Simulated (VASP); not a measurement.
Input of a VASP 6.6.1 run:

The input INCAR:

```
SYSTEM = PbS
PREC     = Accurate       ! precision mode
ENCUT    = 520            ! plane-wave cutoff, eV
EDIFF    = 1E-6           ! SCF threshold, eV
ISMEAR   = 0              ! smearing method
SIGMA    = 0.01           ! smearing width, eV
LREAL    = .False.        ! projectors in reciprocal space
LASPH    = .True.         ! aspherical terms in the spheres
NELM     = 80             ! most SCF steps
ALGO     = Normal         ! electronic algorithm
ISIF     = 2              ! what is computed and relaxed
LWAVE    = .False.        ! write WAVECAR
LCHARG   = .False.        ! write CHGCAR
GGA      = PE             ! functional
NBANDS   = 28             ! bands
```

File KPOINTS:

```
regular mesh
0
Gamma
  6 6 4
  0 0 0
```

Contents of POSCAR:

```
PbS
1.0
    4.9970307003      0.0000000000      0.0000000000
   -2.4985153501      4.3275555300      0.0000000000
    0.0000000000      0.0000000000      5.9976965852
Pb S
2 2
Direct
    0.3333333333      0.6666666667     -0.0640827495
    0.6666666667      0.3333333333      0.4359172505
    0.3333333333      0.6666666667      0.4390827495
    0.6666666667      0.3333333333      0.9390827495
```

Potentials or basis: VASP PAW PBE potentials, release 64 (Pb_d, S).

Run with:

```console
$ cat potpaw_PBE.64/Pb_d/POTCAR potpaw_PBE.64/S/POTCAR > POTCAR
$ mpirun -np 1 vasp_std > vasp.out
```

Problem. Predict the band gap on the k mesh.

Solution. 1.43 eV, direct.

Problem. Estimate the largest force.

Solution. 0.005 eV/Å.

Problem. Estimate the pressure.

Solution. 0.7 GPa.

Forces on the atoms (eV/Å):
```
Pb   0.000  0.000  0.005
Pb   0.000  0.000  0.005
S    0.000  0.000 -0.005
S    0.000  0.000 -0.005
```

Caveat: spin-orbit coupling is left out, which moves the levels of the heavy elements. A k mesh can miss the band edges.
